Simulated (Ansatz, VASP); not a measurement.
## One calculation of Si4O7, two programs

```
Si O
1.0
     0.00000    4.15486   -2.66143
     0.00000   -4.15486   -2.66143
    -4.15486    0.00000    2.66143
Si O
4 7
Cartesian
  -2.0774 -2.0774 -1.3307
  -2.0774 2.0774 -1.3307
  -4.1549 0.0000 2.6614
  -4.1549 0.0000 0.0000
  -1.2696 2.8853 -2.6614
  -3.3470 -0.8079 -1.3307
  -3.3470 -0.8079 1.3307
  -2.8853 -2.8853 0.0000
  -2.6201 1.0044 0.0000
  -0.8079 0.8079 -3.9922
  -0.8079 0.8079 -1.3307
```

Change from the starting cell: O vacancy; atom 9 moved 0.000 of the way to it and -0.375 Å across, host rigid.

Alike in both runs: task single point; functional LDA; k mesh 6 × 6 × 6; occupations gaussian, width 0.05 eV; no spin polarisation.

|  | VASP | Ansatz |
| --- | --- | --- |
| version | VASP 6.6.1 | Ansatz 0.2.0 |
| potentials or method | VASP PAW LDA potentials, release 64 (Si, O), cutoff 520 eV | scalar-relativistic, plane waves, PAW |
| valence electrons in the cell | 58 | 58 |

|  | VASP | Ansatz | Ansatz less VASP |
| --- | --- | --- | --- |
| gap on the k mesh at the Fermi level (eV) | 1.93 | 1.93 | +0.001 |
| least direct gap on the mesh (eV) | 2.33 | 2.34 | +0.004 |
| pressure (GPa) | -0.5 | -1.5 | -0.95 |
| traceless stress, the component that is largest in VASP (GPa) | 2.84 | 3.12 | +0.279 |
| rms of the force components (eV/Å) | 1.017 | 1.010 | -0.0070 |

Ansatz warns that its potentials were made for another functional, while VASP's fit it. LDA's correlation is that of Perdew and Zunger in VASP and of Perdew and Wang (1992) in Ansatz. Atom by atom the forces differ by 0.022 eV/Å (rms over components).
